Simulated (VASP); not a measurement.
# WSe2 in VASP: notebook, part 2 of 2

VASP 6.6.1. The steps go on from the part before.

## (3) Single point, PBE+D3(BJ) (layers slid over each other)

Contents of INCAR:

```
SYSTEM = WSe2
  PREC = Accurate
  ENCUT = 520
  EDIFF = 1E-6
  ISMEAR = 0
  SIGMA = 0.05
  LREAL = .False.
  LASPH = .True.
  NELM = 100
  ALGO = Normal
  ISIF = 2
  LWAVE = .False.
  LCHARG = .True.
  LDIPOL = .True.
  IDIPOL = 3
  DIPOL = 0.5 0.5 0.393
  GGA = PE
  IVDW = 12
  LELF = .True.
  LVHAR = .True.
  LVACPOTAV = .True.
  NBANDS = 35
```

Contents of KPOINTS:

```
regular mesh
0
Gamma
  9 9 1
  0 0 0
```

Contents of POSCAR:

```
WSe2
1.0
    3.2854926884      0.0000000000      0.0000000000
   -1.6427463442      2.8453201321      0.0000000000
    0.0000000000      0.0000000000     24.2386466672
Se W
4 2
Direct
    0.3333333333      0.6666666667      0.1856539295
    0.3333333333      0.6666666667      0.3246601777
    0.3333333333      0.8333333333      0.4612189569
    0.3333333333      0.8333333333      0.6002252051
    0.6666666667      0.3333333333      0.2551570536
    0.6666666667      0.5000000000      0.5307220810
```

Potentials or basis: VASP PAW PBE potentials, release 64 (Se, W_sv).

The run is started by

```console
cat potpaw_PBE.64/Se/POTCAR potpaw_PBE.64/W_sv/POTCAR > POTCAR
mpirun -np 1 vasp_std > vasp.out
```

OUTCAR:

```text
SYSTEM = WSe2
   PREC = Accurate
   ENCUT = 520
   EDIFF = 1E-6
   ISMEAR = 0
   LREAL = .False.
   LASPH = .True.
   NELM = 100
   ISIF = 2
   GGA = PE
   IVDW = 12
 IVDW          = 12

 ion  position               nearest neighbor table
   1  0.333  0.667  0.186-   5 2.54   5 2.54   5 2.54
   2  0.333  0.667  0.325-   5 2.54   5 2.54   5 2.54
   3  0.333  0.833  0.461-   6 2.54   6 2.54   6 2.54
   4  0.333  0.833  0.600-   6 2.54   6 2.54   6 2.54
   5  0.667  0.333  0.255-   2 2.54   1 2.54   2 2.54   1 2.54   2 2.54   1 2.54
   6  0.667  0.500  0.531-   3 2.54   4 2.54   3 2.54   4 2.54   3 2.54   4 2.54

  LATTYP: Found a hexagonal cell.
 ALAT       =     3.2854926884
 C/A-ratio  =     7.3774769771

  Lattice vectors:

 A1 = (   3.2854926884,   0.0000000000,   0.0000000000)
 A2 = (  -1.6427463442,   2.8453201321,   0.0000000000)
 A3 = (   0.0000000000,   0.0000000000,  24.2386466672)

Analysis of symmetry for initial positions (statically):
=====================================================================
 Subroutine PRICEL returns:
 Original cell was already a primitive cell.

 Routine SETGRP: Setting up the symmetry group for a
[... 187 lines left out ...]

 k-point     1 :       0.0000    0.0000    0.0000
  band No.  band energies     occupation
      1     -73.1731      2.00000
      2     -73.1731      2.00000
      3     -37.4217      2.00000
      4     -37.4217      2.00000
      5     -37.2842      2.00000
      6     -37.2842      2.00000
[... 901 lines left out ...]
     34       5.7110      0.00000
     35       6.0891      0.00000

 [... further k-points ...]

------------------------ aborting loop because EDIFF is reached ----------------------------------------

 Edisp (eV)   -2.35914

 E8    (eV) :    -1.0840

  FORCE on cell =-STRESS in cart. coord.  units (eV):
  Direction    XX          YY          ZZ          XY          YZ          ZX
  --------------------------------------------------------------------------------------
  -------------------------------------------------------------------------------------
  Total       0.00582     0.03893     0.87749    -0.02867     0.32948    -0.19022
  in kB       0.04115     0.27524     6.20459    -0.20273     2.32968    -1.34504
  external pressure =        2.17 kB  Pullay stress =        0.00 kB

 VOLUME and BASIS-vectors are now :
 -----------------------------------------------------------------------------
  energy-cutoff  :      520.00
  volume of cell :      226.59
      direct lattice vectors                 reciprocal lattice vectors
     3.285492688  0.000000000  0.000000000     0.304368353  0.175727151  0.000000000
    -1.642746344  2.845320132  0.000000000     0.000000000  0.351454302  0.000000000
     0.000000000  0.000000000 24.238646667     0.000000000  0.000000000  0.041256429

 POSITION                                       TOTAL-FORCE (eV/Angst)
 -----------------------------------------------------------------------------------
     -0.00000      1.89688      4.50000         0.000237      0.001523     -0.042041
     -0.00000      1.89688      7.86932         0.039146     -0.069656     -0.135035
     -0.27379      2.37110     11.17932        -0.040750      0.068730      0.135035
     -0.27379      2.37110     14.54865         0.001438     -0.000557      0.042041
      1.64275      0.94844      6.18466         0.009488     -0.016515     -0.008547
      1.36896      1.42266     12.86398        -0.009558      0.016474      0.008547
 -----------------------------------------------------------------------------------
    total drift:                                0.000043      0.000025     -0.000054

  FREE ENERGIE OF THE ION-ELECTRON SYSTEM (eV)
  ---------------------------------------------------
  free  energy   TOTEN  =       -45.4604382831 eV

  energy  without entropy=      -45.4604382831  energy(sigma->0) =      -45.46043828

 vacuum level on the upper side and lower side of the slab         5.932         5.932
```

OSZICAR:

```text
N       E                     dE             d eps       ncg     rms          rms(c)
DAV:   1     0.465903767318E+03    0.46590E+03   -0.27204E+04  2054   0.130E+03
DAV:   2    -0.131591772984E+02   -0.47906E+03   -0.46378E+03  2206   0.327E+02
DAV:   3    -0.441644724206E+02   -0.31005E+02   -0.30619E+02  2228   0.802E+01
[... 14 lines left out ...]
DAV:  18    -0.431012516609E+02   -0.41900E-04   -0.14856E-06  1471   0.344E-03    0.327E-03
DAV:  19    -0.431012844075E+02   -0.32747E-04   -0.19673E-06  1602   0.368E-03    0.107E-03
DAV:  20    -0.431012926006E+02   -0.81931E-05   -0.48191E-07  1555   0.159E-03    0.603E-04
DAV:  21    -0.431012959129E+02   -0.33123E-05   -0.21725E-07  1315   0.931E-04    0.141E-04
DAV:  22    -0.431012962867E+02   -0.37384E-06   -0.25402E-08  1093   0.419E-04
   1 F= -.45460438E+02 E0= -.45460438E+02  d E =-.933643E-15
```

It took 2.5 min on 1 thread of Intel Xeon 6975P-C (Granite Rapids), shared host; peak memory 0.4 GiB.

Results:

* Free energy: -45.4604 eV
* Largest force: 0.157 eV/Å
* Band gap on the k mesh: 1.46 eV (least direct gap 1.63 eV)
* Dispersion energy per atom: -0.393 eV

Forces in eV/Å, atoms in the order of the input:
```
Se   0.000  0.002 -0.042
Se   0.039 -0.070 -0.135
Se  -0.041  0.069  0.135
Se   0.001 -0.001  0.042
W    0.009 -0.017 -0.009
W   -0.010  0.016  0.009
```

Levels at points of the mesh, in eV from the valence-band top:
| k point | band 22 | band 23 | band 24 | band 25 | band 26 | band 27 | band 28 | band 29 | band 30 | band 31 |
| --- | --- | --- | --- | --- | --- | --- | --- | --- | --- | --- |
| (0.00, 0.00, 0.00) | -1.24 | -1.22 | -1.22 | -0.67 | 0.00 | 2.87 | 2.89 | 2.95 | 2.96 | 3.05 |

Caveat: the cell differs from its parent crystal (layers slid over each other); spin-orbit coupling is left out, which moves the levels of the heavy elements.
